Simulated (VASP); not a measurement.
Wanted: the native input for a VASP 6.6.1 run.

* Task: single point
* Functional: PBE
* Potentials or basis: VASP PAW PBE potentials, release 64 (La, S)
* Cutoff: 520 eV
* k mesh: 6 × 6 × 6
* Occupations: gaussian, width 0.1 eV
* Spin: no spin polarisation
* Dipole correction: no
* Further INCAR settings: ALGO = Normal; EDIFF = 1e-06; NBANDS = 21

The structure of La2S lies in POSCAR:

```
La2S
1.0
   -1.8051461901      1.8051461901      6.7408959463
    1.8051461901     -1.8051461901      6.7408959463
    1.8051461901      1.8051461901     -6.7408959463
La S
2 1
Direct
    0.6269823453      0.6269823453      0.0000000000
    0.3730176547      0.3730176547      0.0000000000
    0.0000000000      0.0000000000      0.0000000000
```

The cell was generated, and may not be a known phase.

One way to write it, as run:

INCAR

```
ALGO = Normal
EDIFF = 1E-6
ENCUT = 520
GGA = PE
ISIF = 2
ISMEAR = 0
LASPH = T
LCHARG = F
LREAL = F
LWAVE = F
NBANDS = 21
NELM = 80
PREC = Accurate
SIGMA = 0.1
```

KPOINTS

```
k-points
0
Gamma
  6 6 6
```

Potentials or basis: VASP PAW PBE potentials, release 64 (La, S).

Launch:

```console
$ cat potpaw_PBE.64/La/POTCAR potpaw_PBE.64/S/POTCAR > POTCAR
$ mpirun -np 1 vasp_std > vasp.out
```

Results of the run:

```yaml
Pressure: 0.1 GPa
Largest_force: 0.013 eV/Å
Band_gap_on_the_k_mesh: zero (bands 14 and 15 overlap by 1.10 eV)
```

Caveat: spin-orbit coupling is left out, which moves the levels of the heavy elements.

Run time: 90 s on 1 thread of Intel(R) Xeon(R) 6975P-C (Granite Rapids), on a shared host, peak memory 0.43 GiB.
